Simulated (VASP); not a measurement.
Set up this calculation in VASP 6.6.1, as the native input.

| Item | Value |
| --- | --- |
| Task | single point |
| Functional | LDA |
| Potentials or basis | VASP PAW LDA potentials, release 64 (Cu, Au) |
| Cutoff | 520 eV |
| k mesh | 9 × 9 × 9 |
| Occupations | fermi-dirac, width 0.05 eV |
| Spin | no spin polarisation |
| Dipole correction | no |
| Further INCAR settings | ALGO = Normal; EDIFF = 1e-06; NBANDS = 30 |

The structure of CuAu3 lies in POSCAR:

```
CuAu3
1.0
    4.0063583840      0.0000000000      0.0000000000
    0.0000000000      4.0063583840      0.0000000000
    0.0000000000      0.0000000000      4.0063583840
Cu Au
1 3
Direct
    0.0000000000      0.0000000000      0.0000000000
    0.0000000000      0.5000000000      0.5000000000
    0.5000000000      0.0000000000      0.5000000000
    0.5000000000      0.5000000000      0.0000000000
```

One way to write it, as run:

INCAR

```
SYSTEM = CuAu3
PREC = Accurate
ENCUT = 520
EDIFF = 1E-6
ISMEAR = -1
SIGMA = 0.05
LREAL = .False.
LASPH = .True.
NELM = 60
ALGO = Normal
ISIF = 2
LWAVE = .False.
LCHARG = .False.
GGA = CA
NBANDS = 30
```

KPOINTS

```
regular mesh
0
Gamma
  9 9 9
  0 0 0
```

Potentials or basis: VASP PAW LDA potentials, release 64 (Cu, Au).

Command:

```bash
$ cat potpaw_LDA.64/Cu/POTCAR potpaw_LDA.64/Au/POTCAR > POTCAR
$ mpirun -np 1 vasp_std > vasp.out
```

Results of the run:

```
Pressure               : -8.1 GPa
Band gap on the k mesh : zero (bands 22 and 23 overlap by 1.55 eV)
```

Caveat: the cell stands under tension; spin-orbit coupling is left out, which moves the levels of the heavy elements.

It took 37 s on 1 thread of AMD EPYC 9R45 96-Core Processor (Zen 5), with other jobs on the host, peak memory 0.16 GiB.
